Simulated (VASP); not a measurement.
Set up this calculation in VASP 6.6.1, as the native input.

* Task: single point
* Functional: revPBE
* Potentials or basis: VASP PAW PBE potentials, release 64 (Pd)
* Cutoff: 520 eV
* k mesh: 12 × 12 × 12
* Occupations: fermi-dirac, width 0.05 eV
* Spin: no spin polarisation
* Dipole correction: no
* Further INCAR settings: ALGO = Fast; EDIFF = 1e-06; NBANDS = 11

The structure of Pd lies in POSCAR:

```
Pd
1.0
    0.0000000000      1.9721147795      1.9721147795
    1.9721147795      0.0000000000      1.9721147795
    1.9721147795      1.9721147795      0.0000000000
Pd
1
Direct
    0.0000000000      0.0000000000      0.0000000000
```

The input as run:

INCAR

```
PREC = Accurate
ENCUT = 520
EDIFF = 1E-6
ISMEAR = -1
SIGMA = 0.05
LREAL = F
LASPH = T
NELM = 60
ALGO = Fast
ISIF = 2
LWAVE = F
LCHARG = F
GGA = RE
NBANDS = 11
```

KPOINTS

```
Automatic mesh
0
Gamma
  12 12 12
```

Potentials or basis: VASP PAW PBE potentials, release 64 (Pd).

Run with:

```console
$ cat potpaw_PBE.64/Pd/POTCAR > POTCAR
$ mpirun -np 1 vasp_std > vasp.out
```

It gave:

```json
{
  "Pressure": "2.8 GPa",
  "Band gap on the k mesh": "zero (band 5 reaches 9.47 eV, above the bottom of band 6 at 7.99 eV)"
}
```

Caveat: the PAW data sets were made with another functional, which shifts forces and pressure a little.

It took 7.4 s on 1 thread of Intel Xeon 6975P-C, with other jobs on the host, peak memory 0.14 GiB.
